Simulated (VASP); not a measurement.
# SnPt3 (R-3m) in VASP: a series of runs, part 2 of 2

VASP 6.6.1. Earlier steps stand in the parts before.

### 3 Electric field gradients, LDA (equal xy, yz and zx shear strains of -1 %)

File INCAR:

```
PREC = Accurate
ENCUT = 520
EDIFF = 1E-8
ISMEAR = -1
SIGMA = 0.05
LREAL = F
LASPH = T
NELM = 100
ALGO = Normal
ISIF = 2
LWAVE = F
LCHARG = F
LEFG = T
NBANDS = 30
```

File KPOINTS:

```
regular mesh
0
Gamma
  8 8 8
```

File POSCAR:

```
SnPt3
1.0
    4.0000000000     -0.0200000000     -0.0200000000
   -0.0200000000      4.0000000000     -0.0200000000
   -0.0200000000     -0.0200000000      4.0000000000
Sn Pt
1 3
Direct
    0.0000000000      0.0000000000      0.0000000000
    0.0000000000      0.5000000000      0.5000000000
    0.5000000000      0.0000000000      0.5000000000
    0.5000000000      0.5000000000      0.0000000000
```

Potentials or basis: VASP PAW LDA potentials, release 64 (Sn_d, Pt).

Run with:

```sh
$ cat potpaw_LDA.64/Sn_d/POTCAR potpaw_LDA.64/Pt/POTCAR > POTCAR
$ mpirun -np 1 vasp_std > vasp.out
```

OUTCAR:

```text
PREC = Accurate
   ENCUT = 520
   EDIFF = 1E-8
   ISMEAR = -1
   LREAL = F
   LASPH = T
   NELM = 100
   ISIF = 2

 ion  position               nearest neighbor table
   1  0.000  0.000  0.000-   2 2.81   3 2.81   4 2.81   2 2.81   3 2.81   4 2.81   4 2.84   2 2.84
                             3 2.84   4 2.84   3 2.84   2 2.84
   2  0.000  0.500  0.500-   1 2.81   3 2.81   4 2.81   1 2.81   4 2.81   3 2.81   3 2.84   1 2.84
                             3 2.84   4 2.84   4 2.84   1 2.84
   3  0.500  0.000  0.500-   1 2.81   2 2.81   4 2.81   4 2.81   1 2.81   2 2.81   4 2.84   1 2.84
                             1 2.84   2 2.84   4 2.84   2 2.84
   4  0.500  0.500  0.000-   1 2.81   2 2.81   3 2.81   3 2.81   2 2.81   1 2.81   3 2.84   2 2.84
                             1 2.84   2 2.84   3 2.84   1 2.84

  LATTYP: Found a trigonal (rhomboedric) cell.
 ALAT       =     4.0000999988
 COS(alpha) =    -0.0099745013

  Lattice vectors:

 A1 = (   4.0000000000,  -0.0200000000,  -0.0200000000)
 A2 = (  -0.0200000000,   4.0000000000,  -0.0200000000)
 A3 = (  -0.0200000000,  -0.0200000000,   4.0000000000)

Analysis of symmetry for initial positions (statically):
=====================================================================
 Subroutine PRICEL returns:
 Original cell was already a primitive cell.

 Routine SETGRP: Setting up the symmetry group for a
 trigonal (rhombohedral) supercell.

 Subroutine GETGRP returns: Found 12 space group operations
 (whereof 12 operations were pure point group operations)
 out of a pool of 12 trial point group operations.

The static configuration has the point symmetry D_3d.

Analysis of symmetry for dynamics (positions and initial velocities):
=====================================================================
 Subroutine PRICEL returns:
 Original cell was already a primitive cell.

 Routine SETGRP: Setting up the symmetry group for a
 trigonal (rhombohedral) supercell.

 Subroutine GETGRP returns: Found 12 space group operations
 (whereof 12 operations were pure point group operations)
 out of a pool of 12 trial point group operations.

The dynamic configuration has the point symmetry D_3d.

 Subroutine INISYM returns: Found 12 space group operations
 (whereof 12 operations are pure point group operations),
 and found     1 'primitive' translations

----------------------------------------------------------------------------------------

                                     Primitive cell

  volume of cell :      63.9952

  direct lattice vectors                    reciprocal lattice vectors
     4.000000000 -0.020000000 -0.020000000     0.250012563  0.001256345  0.001256345
    -0.020000000  4.000000000 -0.020000000     0.001256345  0.250012563  0.001256345
    -0.020000000 -0.020000000  4.000000000     0.001256345  0.001256345  0.250012563

  length of vectors
     4.000099999  4.000099999  4.000099999     0.250018877  0.250018877  0.250018877

  position of ions in fractional coordinates (direct lattice)
     0.000000000  0.000000000  0.000000000
     1.000000000  0.500000000  0.500000000
     0.500000000  1.000000000  0.500000000
     0.500000000  0.500000000  0.000000000

  ion indices of the primitive-cell ions
[... 94 lines left out ...]
   IALGO  =     38    algorithm
   IMIX   =      4    mixing-type and parameters
     AMIX     =   0.40;   BMIX     =  1.00
     AMIX_MAG =   1.60;   BMIX_MAG =  1.00
  volume/ion in A,a.u.               =      16.00       107.97
  Fermi-wavevector in a.u.,A,eV,Ry     =   1.444918  2.730500 28.406093  2.087789
  Thomas-Fermi vector in A             =   2.563159
   LORBIT       =      0    0 simple, 1 ext, 2 COOP (PROOUT), +10 PAW based schemes
   GGA     = CA    functional components
   LHFCALC =     F    Hartree Fock is set to
   AEXX    =    0.0000 exact exchange contribution
   IVDW    =     0    specifies the selected vdW correction
   LEPSILON=     F    determine dielectric tensor
   LRPA    =     F    only Hartree local field effects (RPA)
 non-spin polarized calculation
  energy-cutoff  :      520.00
  volume of cell :       64.00
 maximum number of plane-waves:      1745
 NGX is ok and might be reduce to    30
   NGX = 15   NGY = 15   NGZ = 15

 number of electron      44.0000023 magnetization

 Free energy of the ion-electron system (eV)
  ---------------------------------------------------
  ext. energy  EPLUGINS =         0.00000000
  ---------------------------------------------------
  free energy    TOTEN  =       -28.57781679 eV

  energy without entropy =      -28.56802391  energy(sigma->0) =      -28.57292035

 E-fermi :  11.8087     XC(G=0): -13.3297

 val. band max:       11.7632111488   @ k =  -0.1250   0.1250   0.1250
 cond. band min:      11.8095439470   @ k =   0.5000   0.3750   0.3750
 fundamental gap:      0.0463327982
 Fermi energy:        11.8087149470

 k-point     1 :       0.0000    0.0000    0.0000
  band No.  band energies     occupation
      1     -10.0780      2.00000
      2     -10.0780      2.00000
      3     -10.0638      2.00000
      4     -10.0638      2.00000
      5     -10.0604      2.00000
      6      -0.2494      2.00000
[... 781 lines left out ...]
     29      20.7666      0.00000
     30      21.2569      0.00000

 [... further k-points ...]

------------------------ aborting loop because EDIFF is reached ----------------------------------------

  FORCE on cell =-STRESS in cart. coord.  units (eV):
  Direction    XX          YY          ZZ          XY          YZ          ZX
  --------------------------------------------------------------------------------------
  -------------------------------------------------------------------------------------
  Total       -1.1184603     -1.1184603     -1.1184603      0.2946123      0.2946123      0.2946123
  in kB      -28.0016667    -28.0016667    -28.0016667      7.3758850      7.3758850      7.3758850
  external PRESSURE =     -28.0016667 kB  Pullay stress =       0.0000000 kB

 VOLUME and BASIS-vectors are now :
 -----------------------------------------------------------------------------
  energy-cutoff  :      520.00
  volume of cell :       64.00
      direct lattice vectors                 reciprocal lattice vectors
     4.000000000 -0.020000000 -0.020000000     0.250012563  0.001256345  0.001256345
    -0.020000000  4.000000000 -0.020000000     0.001256345  0.250012563  0.001256345
    -0.020000000 -0.020000000  4.000000000     0.001256345  0.001256345  0.250012563

 POSITION                                       TOTAL-FORCE (eV/Angst)
 -----------------------------------------------------------------------------------
      0.00000      0.00000      0.00000         0.000000     -0.000000     -0.000000
     -0.02000      1.99000      1.99000         0.000000      0.000000     -0.000000
      1.99000     -0.02000      1.99000        -0.000000      0.000000      0.000000
      1.99000      1.99000     -0.02000        -0.000000     -0.000000     -0.000000
 -----------------------------------------------------------------------------------
    total drift:                                0.000000      0.000000     -0.000000

  FREE ENERGIE OF THE ION-ELECTRON SYSTEM (eV)
  ---------------------------------------------------
  free  energy   TOTEN  =       -28.5778167864 eV

  energy  without entropy=      -28.5680239050  energy(sigma->0) =      -28.57292035

 Electric field gradients (V/A^2)
---------------------------------------------------------------------
 ion       V_xx      V_yy      V_zz      V_xy      V_xz      V_yz
---------------------------------------------------------------------
   1      -0.000    -0.000     0.000    -7.585    -7.585    -7.585
   2    -145.182    72.591    72.591   -13.611   -13.611    -3.398
   3      72.591  -145.182    72.591   -13.611    -3.398   -13.611
   4      72.591    72.591  -145.182    -3.398   -13.611   -13.611
---------------------------------------------------------------------

 Electric field gradients after diagonalization (V/A^2)
 (convention: |V_zz| > |V_xx| > |V_yy|)
----------------------------------------------------------------------
 ion       V_xx      V_yy      V_zz     asymmetry (V_yy - V_xx)/ V_zz
----------------------------------------------------------------------
   1       7.585     7.585   -15.169       0.000
   2      75.989    70.907  -146.896       0.035
   3      75.989    70.907  -146.896       0.035
   4      75.989    70.907  -146.896       0.035
----------------------------------------------------------------------

           NMR quadrupolar parameters

 Cq : quadrupolar parameter    Cq=e*Q*V_zz/h
 eta: asymmetry parameters     (V_yy - V_xx)/ V_zz
 Q  : nuclear electric quadrupole moment in mb (millibarn)
----------------------------------------------------------------------
 ion       Cq(MHz)       eta       Q (mb)
----------------------------------------------------------------------
   1      -0.037       0.000       1.000
   2      -0.355       0.035       1.000
   3      -0.355       0.035       1.000
   4      -0.355       0.035       1.000
----------------------------------------------------------------------
```

OSZICAR:

```text
N       E                     dE             d eps       ncg     rms          rms(c)
DAV:   1     0.406352888259E+03    0.40635E+03   -0.20926E+04  4134   0.197E+03
DAV:   2     0.130576846199E+02   -0.39330E+03   -0.37184E+03  4154   0.531E+02
DAV:   3    -0.283326359374E+02   -0.41390E+02   -0.39748E+02  4346   0.131E+02
DAV:   4    -0.296202340564E+02   -0.12876E+01   -0.12838E+01  4448   0.236E+01
DAV:   5    -0.296561489333E+02   -0.35915E-01   -0.35911E-01  4956   0.416E+00    0.191E+01
DAV:   6    -0.287250628005E+02    0.93109E+00   -0.22180E+00  4404   0.974E+00    0.954E+00
DAV:   7    -0.285950991802E+02    0.12996E+00   -0.14849E-01  5282   0.414E+00    0.387E+00
DAV:   8    -0.285794033854E+02    0.15696E-01   -0.27200E-02  5066   0.113E+00    0.355E-01
DAV:   9    -0.285778128691E+02    0.15905E-02   -0.62542E-03  5014   0.886E-01    0.592E-02
DAV:  10    -0.285778180269E+02   -0.51578E-05   -0.17105E-04  5150   0.123E-01    0.193E-02
DAV:  11    -0.285778169246E+02    0.11023E-05   -0.98166E-06  5322   0.241E-02    0.469E-03
DAV:  12    -0.285778167868E+02    0.13786E-06   -0.74405E-07  4462   0.758E-03    0.172E-03
DAV:  13    -0.285778167864E+02    0.35743E-09   -0.27887E-08  3528   0.193E-03
   1 F= -.28577817E+02 E0= -.28572920E+02  d E =-.979288E-02
```

It took 86 s on 1 thread of Intel Xeon Platinum 8259CL at 2.50GHz (Skylake/Cascade Lake), shared host; peak memory 0.23 GiB.

Results:

```yaml
Free_energy: -28.5778 eV
Pressure: -2.8 GPa
Band_gap_on_the_k_mesh: zero (bands 22 and 23 overlap by 0.42 eV)
Largest_electric_field_gradient_by_atom: Sn -15.2; Pt -146.9 V/Å²
```

Levels at points of the mesh, in eV from the Fermi level:
```tsv
k point	band 18	band 19	band 20	band 21	band 22	band 23	band 24	band 25	band 26	band 27
(0.00, 0.00, 0.00)	-1.26	-1.23	-1.23	-0.40	0.13	0.13	0.15	2.89	6.29	6.29
(0.50, 0.00, 0.00)	-2.55	-2.45	-2.37	-1.12	0.14	1.80	3.87	3.94	5.34	5.41
(0.50, 0.50, 0.00)	-2.70	-2.60	-2.10	-1.92	-1.56	0.85	1.00	5.11	6.67	7.56
(0.50, 0.50, 0.50)	-2.52	-2.09	-2.09	-0.74	-0.39	-0.28	-0.28	0.88	3.57	3.57
```

Electric field gradients, principal values (V/Å²):
| atom | least | middle | greatest (by size) |
| --- | --- | --- | --- |
| 1 Sn | 7.585 | 7.585 | -15.169 |
| 2 Pt | 70.907 | 75.989 | -146.896 |
| 3 Pt | 70.907 | 75.989 | -146.896 |
| 4 Pt | 70.907 | 75.989 | -146.896 |

Caveat: the cell differs from its parent crystal (equal xy, yz and zx shear strains of -1 %); without QUAD_EFG the Cq values of the log hold for a quadrupole moment of 1 mb, not for the nuclei; spin-orbit coupling is left out, which moves the levels of the heavy elements.

The gap in the log of VASP goes by the Fermi energy; the results here count the filled bands.